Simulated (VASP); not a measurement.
# BeB2As (P4/mmm) in VASP: single point with PBE

Aim: the single point of BeB2As with PBE.

Program: VASP 6.6.1. These are calculated values, not measurements. Logs are shortened: lines on timing, memory, paths and dates and some standing lists are left out, and cuts for length are marked.

## Step 1: The cell of the first run

Symmetry: P4/mmm, No. 123, tetragonal system. The conventional cell has a = 4.290 Å, b = 4.290 Å, c = 2.358 Å, α = 90.00°, β = 90.00°, γ = 90.00°. Be (site symmetry 4/mmm) has 4 B at 2.15 Å and 2 Be at 2.36 Å within 2.8 Å. B (site symmetry mmm) has 2 Be at 2.15 Å and 2 As at 2.15 Å and 2 B at 2.36 Å within 2.8 Å. Within 2.8 Å of As (site symmetry 4/mmm) lie 4 B at 2.15 Å and 2 As at 2.36 Å.

## Step 2: Single point, PBE, collinear spin, zero start

File INCAR:

```
SYSTEM = BeB2As
ALGO     = Normal         ! electronic algorithm
EDIFF    = 1E-6           ! SCF threshold, eV
ENCUT    = 600            ! plane-wave cutoff, eV
GGA      = PE             ! functional
GGA_COMPAT= .FALSE.      
ISIF     = 2              ! what is computed and relaxed
ISMEAR   = 0              ! smearing method
ISPIN    = 2              ! spin polarisation
LASPH    = .TRUE.         ! aspherical terms in the spheres
LCHARG   = .FALSE.        ! write CHGCAR
LORBIT   = 11             ! projections on sites
LREAL    = .FALSE.        ! projectors in reciprocal space
LWAVE    = .FALSE.        ! write WAVECAR
MAGMOM   = 0 0 0 0        ! initial moments
NBANDS   = 18             ! bands
NELM     = 200            ! most SCF steps
PREC     = Accurate       ! precision mode
SIGMA    = 0.1            ! smearing width, eV
```

File KPOINTS:

```
Automatic mesh
0
Gamma
  12 12 20
  0.5 0.5 0.5
```

File POSCAR:

```
BeB2As
1.0
    4.2900979649      0.0000000000      0.0000000000
    0.0000000000      4.2900979649      0.0000000000
    0.0000000000      0.0000000000      2.3577386676
Be B As
1 2 1
Direct
    0.5000000000      0.5000000000      0.5000000000
    0.0000000000      0.5000000000      0.5000000000
    0.5000000000      0.0000000000      0.5000000000
    0.0000000000      0.0000000000      0.5000000000
```

Potentials or basis: VASP PAW PBE potentials, release 64 (Be, B, As).

Launch:

```
$ cat potpaw_PBE.64/Be/POTCAR potpaw_PBE.64/B/POTCAR potpaw_PBE.64/As/POTCAR > POTCAR
$ mpirun -np 1 vasp_std > vasp.out
```

OUTCAR:

```text
SYSTEM = BeB2As
   EDIFF = 1E-6
   ENCUT = 600
   GGA = PE
   ISIF = 2
   ISMEAR = 0
   ISPIN = 2
   LASPH = .TRUE.
   LORBIT = 11
   LREAL = .FALSE.
   NELM = 200
   PREC = Accurate

 ion  position               nearest neighbor table
   1  0.500  0.500  0.500-   2 2.15   3 2.15   3 2.15   2 2.15
   2  0.000  0.500  0.500-   1 2.15   4 2.15   4 2.15   1 2.15
   3  0.500  0.000  0.500-   1 2.15   4 2.15   1 2.15   4 2.15
   4  0.000  0.000  0.500-   2 2.15   3 2.15   2 2.15   3 2.15

  LATTYP: Found a simple tetragonal cell.
 ALAT       =     4.2900979649
 C/A-ratio  =     0.5495768831

  Lattice vectors:

 A1 = (   4.2900979649,   0.0000000000,   0.0000000000)
 A2 = (   0.0000000000,   4.2900979649,   0.0000000000)
 A3 = (   0.0000000000,   0.0000000000,   2.3577386676)

Analysis of symmetry for initial positions (statically):
=====================================================================
 Subroutine PRICEL returns:
 Original cell was already a primitive cell.

 Routine SETGRP: Setting up the symmetry group for a
 simple tetragonal supercell.

 Subroutine GETGRP returns: Found 16 space group operations
 (whereof 16 operations were pure point group operations)
 out of a pool of 16 trial point group operations.

The static configuration has the point symmetry D_4h.

Analysis of symmetry for dynamics (positions and initial velocities):
=====================================================================
 Subroutine PRICEL returns:
 Original cell was already a primitive cell.

 Routine SETGRP: Setting up the symmetry group for a
 simple tetragonal supercell.

 Subroutine GETGRP returns: Found 16 space group operations
 (whereof 16 operations were pure point group operations)
 out of a pool of 16 trial point group operations.

The dynamic configuration has the point symmetry D_4h.

Analysis of structural, dynamic, and magnetic symmetry:
=====================================================================
 Subroutine PRICEL returns:
 Original cell was already a primitive cell.

 Routine SETGRP: Setting up the symmetry group for a
 simple tetragonal supercell.

 Subroutine GETGRP returns: Found 16 space group operations
 (whereof 16 operations were pure point group operations)
 out of a pool of 16 trial point group operations.

The overall configuration has the point symmetry D_4h.

 Subroutine INISYM returns: Found 16 space group operations
 (whereof 16 operations are pure point group operations),
 and found     1 'primitive' translations

----------------------------------------------------------------------------------------

                                     Primitive cell

  volume of cell :      43.3940

  direct lattice vectors                    reciprocal lattice vectors
     4.290097965  0.000000000  0.000000000     0.233094910  0.000000000  0.000000000
     0.000000000  4.290097965  0.000000000     0.000000000  0.233094910  0.000000000
     0.000000000  0.000000000  2.357738668     0.000000000  0.000000000  0.424135216

  length of vectors
     4.290097965  4.290097965  2.357738668     0.233094910  0.233094910  0.424135216

  position of ions in fractional coordinates (direct lattice)
     0.500000000  0.500000000  0.500000000
     0.000000000  0.500000000  0.500000000
     0.500000000  0.000000000  0.500000000
     0.000000000  0.000000000  0.500000000

  ion indices of the primitive-cell ions
   primitive index   ion index
                 1           1
                 2           2
                 3           3
                 4           4

----------------------------------------------------------------------------------------

 KPOINTS: Automatic mesh

Automatic generation of k-mesh.
 Grid dimensions read from file:
 generate k-points for:   12   12   20

 Generating k-lattice:

  Cartesian coordinates                     Fractional coordinates (reciprocal lattice)
     0.019424576  0.000000000  0.000000000     0.083333333  0.000000000  0.000000000
     0.000000000  0.019424576  0.000000000     0.000000000  0.083333333  0.000000000
     0.000000000  0.000000000  0.021206761     0.000000000  0.000000000  0.050000000

  Length of vectors
     0.019424576  0.019424576  0.021206761

  Shift w.r.t. Gamma in fractional coordinates (k-lattice)
     0.500000000  0.500000000  0.500000000

 Subroutine IBZKPT returns following result:
 ===========================================

 Found    210 irreducible k-points:

 Following reciprocal coordinates:
            Coordinates               Weight
  0.041667  0.041667  0.025000      8.000000
  0.125000  0.041667  0.025000     16.000000
  0.208333  0.041667  0.025000     16.000000
  0.291667  0.041667  0.025000     16.000000
  0.375000  0.041667  0.025000     16.000000
  0.458333  0.041667  0.025000     16.000000
[... 16 lines left out ...]
  0.125000  0.041667  0.075000     16.000000
  0.208333  0.041667  0.075000     16.000000
 [... further k-points ...]
   k-points           NKPTS =    210   k-points in BZ     NKDIM =    210   number of bands    NBANDS=     18
   number of dos      NEDOS =    301   number of ions     NIONS =      4
   total plane-waves  NPLWV =  25920
   dimension x,y,z NGX =    36 NGY =   36 NGZ =   20
   dimension x,y,z NGXF=    72 NGYF=   72 NGZF=   40
   ions per type =               1   2   1
   NGX,Y,Z   is equivalent  to a cutoff of  13.95, 13.95, 14.10 a.u.
   NGXF,Y,Z  is equivalent  to a cutoff of  27.90, 27.90, 28.20 a.u.
 SYSTEM =  BeB2As
   PREC   = accura    normal or accurate (medium, high low for compatibility)
   ISTART =      0    job   : 0-new  1-cont  2-samecut
   ICHARG =      2    charge: 1-file 2-atom 10-const
   ISPIN  =      2    spin polarized calculation?
   LNONCOLLINEAR =      F non collinear calculations
   LSORBIT =      F    spin-orbit coupling
   LASPH  =      T    aspherical Exc in radial PAW
   ENCUT  =  600.0 eV  44.10 Ry    6.64 a.u.   8.57  8.57  4.71*2*pi/ulx,y,z
   NELM   =    200;   NELMIN=  2; NELMDL= -5     # of ELM steps
   EDIFF  = 0.1E-05   stopping-criterion for ELM
   LREAL  =      F    real-space projection
   EDIFFG = 0.1E-04   stopping-criterion for IOM
   NSW    =      0    number of steps for IOM
   IBRION =     -1    ionic relax: 0-MD 1-quasi-New 2-CG
   NFREE  =      0    steps in history (QN), initial steepest desc. (CG)
   ISIF   =      2    stress and relaxation
   ISYM   =      2    0-nonsym 1-usesym 2-fastsym
   POTIM  = 0.5000    time-step for ionic-motion
   TEBEG  =    0.0;   TEEND  =   0.0 temperature during run
   PSTRESS=    0.0 pullay stress
   NELECT =      13.0000    total number of electrons
   NUPDOWN=      -1.0000    fix difference up-down
   EMIN   =  10.00;   EMAX   =-10.00  energy-range for DOS
   EFERMI =   0.00;   METHOD = LEGACY
   ISMEAR =     0;   SIGMA  =   0.10  broadening in eV -4-tet -1-fermi 0-gaus
   EFERMI_NEDOS =   21; number of points for ismear=-14 and -15
   IALGO  =     38    algorithm
   IMIX   =      4    mixing-type and parameters
     AMIX     =   0.40;   BMIX     =  1.00
     AMIX_MAG =   1.60;   BMIX_MAG =  1.00
  volume/ion in A,a.u.               =      10.85        73.21
  Fermi-wavevector in a.u.,A,eV,Ry     =   1.095416  2.070037 16.326136  1.199937
  Thomas-Fermi vector in A             =   2.231740
   LORBIT       =     11    0 simple, 1 ext, 2 COOP (PROOUT), +10 PAW based schemes
   GGA     = PE    functional components
   LHFCALC =     F    Hartree Fock is set to
   AEXX    =    0.0000 exact exchange contribution
   IVDW    =     0    specifies the selected vdW correction
   LEPSILON=     F    determine dielectric tensor
   LRPA    =     F    only Hartree local field effects (RPA)
 spin polarized calculation
 Gauss-broadening in eV      SIGMA  =   0.10
  energy-cutoff  :      600.00
  volume of cell :       43.39
 maximum number of plane-waves:      1463
 NGX is ok and might be reduce to    36
   NGX = 17   NGY = 17   NGZ =  9

 number of electron      13.0000000 magnetization      -0.0000394

 number of electron      13.0000000 magnetization       0.0000267

 Free energy of the ion-electron system (eV)
  ---------------------------------------------------
  ext. energy  EPLUGINS =         0.00000000
  ---------------------------------------------------
  free energy    TOTEN  =       -16.97979212 eV

  energy without entropy =      -16.97312660  energy(sigma->0) =      -16.97645936

 E-fermi :   6.0461     XC(G=0): -10.9840

 val. band max:        6.0418845368   @ k =   0.4583   0.1250   0.2750
 cond. band min:       6.0490394254   @ k =   0.2083   0.1250   0.4250
 fundamental gap:      0.0071548886
 Fermi energy:         6.0460644721

 spin component 1

 k-point     1 :       0.0417    0.0417    0.0250
  band No.  band energies     occupation
      1      -9.5244      1.00000
      2      -1.3704      1.00000
      3      -1.3363      1.00000
      4       0.0761      1.00000
      5       0.1280      1.00000
      6       4.6873      1.00000
[... 10 lines left out ...]
     17      20.3234      0.00000
     18      21.5075      0.00000

 k-point     2 :       0.1250    0.0417    0.0250
  band No.  band energies     occupation
      1      -9.4718      1.00000
      2      -2.2575      1.00000
      3      -1.2830      1.00000
      4       0.1476      1.00000
      5       1.2413      1.00000
      6       4.2508      1.00000
[... 10 lines left out ...]
     17      20.1848      0.00000
     18      21.4064      0.00000
[... 442 lines left out ...]
 k-point    24 :       0.2083    0.0417    0.0750
  band No.  band energies     occupation
      1      -9.2481      1.00000
      2      -2.9841      1.00000
      3      -1.0397      1.00000
      4       0.3369      1.00000
      5       2.6584      1.00000
      6       3.8177      1.00000
[... 10 lines left out ...]
     17      20.7228      0.00000
     18      21.9898      0.00000

 [... further k-points ...]

 spin component 2

 k-point     1 :       0.0417    0.0417    0.0250
  band No.  band energies     occupation
      1      -9.5244      1.00000
      2      -1.3704      1.00000
      3      -1.3363      1.00000
      4       0.0761      1.00000
      5       0.1280      1.00000
      6       4.6872      1.00000
[... 10 lines left out ...]
     17      20.3233      0.00000
     18      21.5075      0.00000

 k-point     2 :       0.1250    0.0417    0.0250
  band No.  band energies     occupation
      1      -9.4719      1.00000
      2      -2.2576      1.00000
      3      -1.2830      1.00000
      4       0.1476      1.00000
      5       1.2413      1.00000
      6       4.2508      1.00000
[... 10 lines left out ...]
     17      20.1847      0.00000
     18      21.4064      0.00000
[... 442 lines left out ...]
 k-point    24 :       0.2083    0.0417    0.0750
  band No.  band energies     occupation
      1      -9.2481      1.00000
      2      -2.9842      1.00000
      3      -1.0398      1.00000
      4       0.3369      1.00000
      5       2.6583      1.00000
      6       3.8177      1.00000
[... 10 lines left out ...]
     17      20.7228      0.00000
     18      21.9898      0.00000

 [... further k-points ...]

------------------------ aborting loop because EDIFF is reached ----------------------------------------

  FORCE on cell =-STRESS in cart. coord.  units (eV):
  Direction    XX          YY          ZZ          XY          YZ          ZX
  --------------------------------------------------------------------------------------
  -------------------------------------------------------------------------------------
  Total        0.7010235      0.7010235     -1.0224382      0.0000000      0.0000000     -0.0000000
  in kB       25.8829089     25.8829089    -37.7500515      0.0000000      0.0000000     -0.0000000
  external PRESSURE =       4.6719221 kB  Pullay stress =       0.0000000 kB

 VOLUME and BASIS-vectors are now :
 -----------------------------------------------------------------------------
  energy-cutoff  :      600.00
  volume of cell :       43.39
      direct lattice vectors                 reciprocal lattice vectors
     4.290097965  0.000000000  0.000000000     0.233094910  0.000000000  0.000000000
     0.000000000  4.290097965  0.000000000     0.000000000  0.233094910  0.000000000
     0.000000000  0.000000000  2.357738668     0.000000000  0.000000000  0.424135216

 POSITION                                       TOTAL-FORCE (eV/Angst)
 -----------------------------------------------------------------------------------
      2.14505      2.14505      1.17887         0.000000      0.000000      0.000000
      0.00000      2.14505      1.17887         0.000000      0.000000      0.000000
      2.14505      0.00000      1.17887         0.000000      0.000000      0.000000
      0.00000      0.00000      1.17887         0.000000      0.000000      0.000000
 -----------------------------------------------------------------------------------
    total drift:                                0.000000     -0.000000      0.000000

  FREE ENERGIE OF THE ION-ELECTRON SYSTEM (eV)
  ---------------------------------------------------
  free  energy   TOTEN  =       -16.9797921247 eV

  energy  without entropy=      -16.9731265976  energy(sigma->0) =      -16.97645936

 total charge

# of ion       s       p       d       tot
------------------------------------------
    1        0.415   0.523   0.000   0.938
    2        0.714   0.927   0.000   1.642
    3        0.714   0.927   0.000   1.642
    4        1.221   1.527   0.155   2.904
--------------------------------------------------
tot          3.065   3.905   0.155   7.126

 magnetization (x)

# of ion       s       p       d       tot
------------------------------------------
    1       -0.000   0.000   0.000   0.000
    2        0.000   0.000   0.000   0.000
    3        0.000   0.000   0.000   0.000
    4        0.000  -0.000  -0.000  -0.000
--------------------------------------------------
tot          0.000  -0.000  -0.000   0.000
```

It took 6.2 min on 1 thread of Intel Xeon 8259CL, shared host; peak memory 0.43 GiB.

Results:

- Free energy: -16.9798 eV
- Pressure: 0.5 GPa
- Net moment: 0.00 μB per cell
- Valence electrons inside the program's atomic spheres: Be 0.94; B 1.64; As 2.90

Stress tensor (GPa, compression positive):
```
 2.59  0.00  0.00
 0.00  2.59  0.00
 0.00  0.00 -3.78
```

Levels at points of the mesh, in eV from the Fermi level:
Spin up:
| k point | band 3 | band 4 | band 5 | band 6 | band 7 | band 8 | band 9 | band 10 | band 11 | band 12 |
| --- | --- | --- | --- | --- | --- | --- | --- | --- | --- | --- |
| (0.04, 0.04, 0.03) | -7.38 | -5.97 | -5.92 | -1.36 | -1.15 | 3.43 | 5.98 | 6.47 | 9.03 | 10.88 |
Spin down:
| k point | band 3 | band 4 | band 5 | band 6 | band 7 | band 8 | band 9 | band 10 | band 11 | band 12 |
| --- | --- | --- | --- | --- | --- | --- | --- | --- | --- | --- |
| (0.04, 0.04, 0.03) | -7.38 | -5.97 | -5.92 | -1.36 | -1.15 | 3.43 | 5.98 | 6.47 | 9.03 | 10.88 |

Caveat: the stress differs along the axes, from -4 to 3 GPa; no moment was typed at the start, so none could form.
